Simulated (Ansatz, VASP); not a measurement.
# Two plane-wave programs on SnGe7

```
Ge Sn
1.0
     6.03069    0.00000    0.00000
     0.00000   -6.03069    0.00000
     0.00000    0.00000   -6.03069
Ge Sn
7 1
Direct
  0.00000 0.50000 0.50000
  0.50000 0.00000 0.50000
  0.50000 0.50000 0.00000
  0.00000 0.00000 0.00000
  0.25000 0.25000 0.25000
  0.75000 0.75000 0.25000
  0.75000 0.25000 0.75000
  0.25000 0.75000 0.75000
```

Alike in both runs: task relaxation of cell and atoms; functional PBEsol; k mesh 6 × 6 × 6; occupations gaussian, width 0.1 eV; no spin polarisation.

|  | VASP | Ansatz |
| --- | --- | --- |
| version | VASP 6.6.1 | Ansatz 0.2.0 |
| potentials or method | VASP PAW PBE potentials, release 64 (Ge_d, Sn_d), cutoff 600 eV | scalar-relativistic, plane waves, PAW |
| valence electrons in the cell | 112 | 112 |

Ansatz gave:

```
gap on the k mesh at the Fermi level, each at its own relaxed structure (eV) : none
relaxed volume (Å³/atom)                                                     : 24.28
relaxed length of the cell vector where the two differ most in proportion (Å)              : 5.791
```

Task: Estimate VASP's values.

Result: gap on the k mesh at the Fermi level, each at its own relaxed structure (eV): none; relaxed volume (Å³/atom): 24.25; relaxed length of the cell vector where the two differ most in proportion (Å): 5.789.

VASP's potentials were made for PBE, not for PBEsol. A gap of «none» marks a metal or a gap that the smearing closes.
